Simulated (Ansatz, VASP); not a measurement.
# AlRu in VASP and in Ansatz

Contents of INCAR:

```
PREC = Accurate
ENCUT = 520
EDIFF = 1E-6
ISMEAR = -1
SIGMA = 0.05
LREAL = False
LASPH = True
NELM = 60
ALGO = Normal
ISIF = 2
LWAVE = False
LCHARG = False
GGA = PE
NBANDS = 16
```

KPOINTS

```
regular mesh
0
Gamma
  13 13 12
```

The input POSCAR:

```
AlRu
1.0
    2.3528891640      0.0000000000      0.0000000000
   -1.1764445820      2.0376617883      0.0000000000
    0.0000000000      0.0000000000      3.2421935578
Ru Al
1 1
Direct
    0.0000000000      0.0000000000      0.0000000000
    0.3333333333      0.6666666667      0.5000000000
```

Input for Ansatz:

```yaml
crystal:
  lattice:
    - [2.352889164, 0.0, 0.0]
    - [-1.176444582, 2.0376617883, 0.0]
    - [0.0, 0.0, 3.2421935578]
  atoms:
    - { symbol: Ru, position: [0.0, 0.0, 0.0] }
    - { symbol: Al, position: [0.3333333333, 0.6666666667, 0.5] }
kpoints:
  mp_grid: { grid: [13, 13, 12] }
  band_path:
    path:
      - [0.0, 0.0, 0.0]
      - [0.5, 0.0, 0.0]
      - [0.3333333333, 0.3333333333, 0.0]
      - [0.0, 0.0, 0.0]
      - [0.0, 0.0, 0.5]
      - [0.5, 0.0, 0.5]
      - [0.3333333333, 0.3333333333, 0.5]
      - [0.0, 0.0, 0.5]
      - [0.5, 0.0, 0.5]
    npoints: 8
scf:
  occupations: { method: fermi_dirac, width: 0.05 }
hamiltonian:
  xc: pbe
  pseudopotentials: { kind: all_electron, lapw: { basis_error: 0.001 } }
output:
  forces: true
  stress: true
  eigenvalues: true
  populations: true
  dos: { projected: true, de: 0.2, e_range: [-14, 8] }
```

Change from the starting cell: volume scaled by 0.55, LAPW.

Alike in both runs: task single point; functional PBE; k mesh 13 × 13 × 12; occupations fermi-dirac, width 0.05 eV; no spin polarisation.

```csv
,VASP,Ansatz
version,VASP 6.6.1,Ansatz 0.2.0
potentials or method,"VASP PAW PBE potentials, release 64 (Ru_pv, Al), cutoff 520 eV","all-electron LAPW, scalar-relativistic"
```

```csv
,VASP,Ansatz,Ansatz less VASP
pressure (GPa),411.9,406.7,-5.14
"traceless stress, the component that is largest in VASP (GPa)",-0.17,-0.03,+0.136
```

Both programs put the cell under a high pressure, so it lies far from rest at this level. Ansatz ran all-electron here, and VASP with PAW potentials.

Noted on VASP's run: the cell as given lies far from equilibrium.
